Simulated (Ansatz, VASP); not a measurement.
## Al2Pt, level by level in two programs

```xyz
3
Lattice="0.0000 2.9550 2.9550 2.9550 0.0000 2.9550 2.9550 2.9550 0.0000" Properties=species:S:1:pos:R:3 pbc="T T T"
Pt    0.0000    0.0000    0.0000
Al    4.4325    4.4325    4.4325
Al    1.4775    1.4775    1.4775
```

Single points on this cell with VASP 6.6.1 and Ansatz 0.2.0. Each row is one pair of runs. Alike in all rows: spin: off; k mesh: 4 × 4 × 4; smearing: fermi-dirac, width 0.05 eV; VASP's potentials, cutoff: VASP PAW PBE potentials, release 64 (Pt, Al), 520 eV.

```tsv
level	Ansatz's potentials, cutoff	gap on the k mesh at the Fermi level (eV), VASP	gap on the k mesh at the Fermi level (eV), Ansatz	pressure (GPa), VASP	pressure (GPa), Ansatz
r2SCAN0	Ansatz PAW, 500 eV	none	none	-2.0	-1.7
r2SCANh	Ansatz PAW, 500 eV	?	none	?	-0.7
r2SCAN50	Ansatz PAW, 500 eV	none	none	-3.7	-3.2
HF	Ansatz PAW, 420 eV	none	none	7.1	5.1
```

Problem. Fill in what VASP gave in row 2.

Solution. gap on the k mesh at the Fermi level (eV): none; pressure (GPa): -0.9.

VASP's potentials hold 16 valence electrons a cell and Ansatz's 24, so a difference there can come from the potentials and not from the codes.

A gap of «none» marks a metal or a gap that the smearing closes.

The k mesh is coarse, so the values compare programs but aren't converged. Neither program's run includes spin-orbit coupling.
